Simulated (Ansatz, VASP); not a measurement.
Mo: VASP beside Ansatz

```
CELL_PARAMETERS angstrom
-1.61972 1.61972 1.61972
1.61972 -1.61972 1.61972
1.61972 1.61972 -1.61972
ATOMIC_POSITIONS crystal
Mo 0.00000 0.00000 0.00000
```

Change from the starting cell: strain +0.025 along x and y, +0.025 along z, atoms carried along.

Alike in both runs: task single point; functional PBE; k mesh 26 × 26 × 26; occupations gaussian, width 0.15 eV; no spin polarisation.

|  | VASP | Ansatz |
| --- | --- | --- |
| version | VASP 6.6.1 | Ansatz 0.2.0 |
| potentials or method | VASP PAW PBE potentials, release 64 (Mo_sv), cutoff 520 eV | scalar-relativistic, plane waves, PAW |
| valence electrons in the cell | 14 | 14 |

```tsv
	VASP	Ansatz	Ansatz less VASP
gap on the k mesh at the Fermi level (eV)	none	none	-
pressure (GPa)	-15.9	-16.4	-0.44
```

A gap of «none» marks a metal or a gap that the smearing closes.
